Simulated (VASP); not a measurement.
Here is a VASP 6.6.1 calculation.

Contents of POSCAR:

```
Cu
1.0
    0.0000000000      1.8075000000      1.8075000000
    1.8075000000      0.0000000000      1.8075000000
    1.8075000000      1.8075000000      0.0000000000
Cu
1
Direct
    0.0000000000      0.0000000000      0.0000000000
```

File INCAR.step1:

```
SYSTEM = Cu
PREC = Accurate
ENCUT = 520
ISMEAR = 0
SIGMA = 0.15
LREAL = .FALSE.
LASPH = .TRUE.
NELM = 60
NBANDS = 12
GGA = PE
ALGO = Normal
EDIFF = 1E-4
LWAVE = .TRUE.
LCHARG = .FALSE.
```

File INCAR.step2:

```
SYSTEM = Cu
PREC = Accurate
ENCUT = 520
EDIFF = 1E-6
ISMEAR = 0
SIGMA = 0.15
LREAL = .FALSE.
LASPH = .TRUE.
NELM = 60
ALGO = Normal
ISIF = 2
LWAVE = .FALSE.
LCHARG = .TRUE.
METAGGA = R2SCAN
LMIXTAU = .TRUE.
LELF = .TRUE.
LVHAR = .TRUE.
NBANDS = 12
ISTART = 1
```

File KPOINTS:

```
regular mesh
0
G
  24 24 24
  0 0 0
```

Potentials or basis: VASP PAW PBE potentials, release 64 (Cu).

Run with:

```bash
$ cat potpaw_PBE.64/Cu/POTCAR > POTCAR
$ cp INCAR.step1 INCAR
$ mpirun -np 1 vasp_std > vasp.out
$ cp INCAR.step2 INCAR
$ mpirun -np 1 vasp_std > vasp.out
```

Problem. What does it give for the pressure?

Solution. -4.3 GPa.

Caveat: the PAW data sets were made with another functional, which shifts forces and pressure a little.
